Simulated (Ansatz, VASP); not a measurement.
**Two plane-wave programs on BN**

Contents of INCAR:

```
SYSTEM = BN
PREC = Accurate
ENCUT = 520
EDIFF = 1E-6
ISMEAR = -1
SIGMA = 0.02
LREAL = .FALSE.
LASPH = .TRUE.
NELM = 60
ALGO = Normal
ISIF = 2
LWAVE = .FALSE.
LCHARG = .FALSE.
GGA = PE
NBANDS = 11
```

File KPOINTS:

```
Automatic mesh
0
G
  12 12 12
  0 0 0
```

POSCAR

```
BN
1.0
    0.0618022381      1.8076281731      1.8076281731
    1.8076281731      0.0618022381      1.8076281731
    1.8076281731      1.8076281731      0.0618022381
B N
1 1
Direct
    0.0000000000      0.0000000000      0.0000000000
    0.5000000000      0.5000000000      0.5000000000
```

Input for Ansatz:

```yaml
crystal:
  lattice:
    - [0.0618022381, 1.8076281731, 1.8076281731]
    - [1.8076281731, 0.0618022381, 1.8076281731]
    - [1.8076281731, 1.8076281731, 0.0618022381]
  atoms:
    - { symbol: B, position: [0.0, 0.0, 0.0] }
    - { symbol: "N", position: [0.5, 0.5, 0.5] }
kpoints:
  mp_grid: { grid: [12, 12, 12] }
  band_path:
    path:
      - [0.0, 0.0, 0.0]
      - [0.5, 0.0, 0.5]
      - [0.625, 0.25, 0.625]
      - [0.375, 0.375, 0.75]
      - [0.5, 0.5, 0.5]
      - [0.5, 0.25, 0.75]
      - [0.184896, 0.184896, 0.330729]
      - [0.0, 0.5, 0.5]
    npoints: 1
hamiltonian:
  xc: pbe
scf:
  occupations: { method: fermi_dirac, width: 0.02 }
  n_extra_bands: 4
output:
  forces: true
  stress: true
  eigenvalues: true
  write_density: true
  write_potential: true
  elf: true
  volumetric_format: npy
```

Change from the starting cell: shear_111 strain +5.3%.

Alike in both runs: task single point; functional PBE; k mesh 12 × 12 × 12; occupations fermi-dirac, width 0.02 eV; no spin polarisation.

|  | VASP | Ansatz |
| --- | --- | --- |
| version | VASP 6.6.1 | Ansatz 0.2.0 |
| potentials or method | VASP PAW PBE potentials, release 64 (B, N) | plane waves, PAW |
| plane-wave cutoff (eV) | 520 | 420 |
| valence electrons in the cell | 8 | 8 |

Ansatz gave:

- pressure (GPa): -13.9
- traceless stress, the component that is largest in VASP (GPa): -20.52

**Question.** What did VASP give for the same quantities?

**Answer.** Pressure (GPa): -14.1; traceless stress, the component that is largest in VASP (GPa): -20.55.
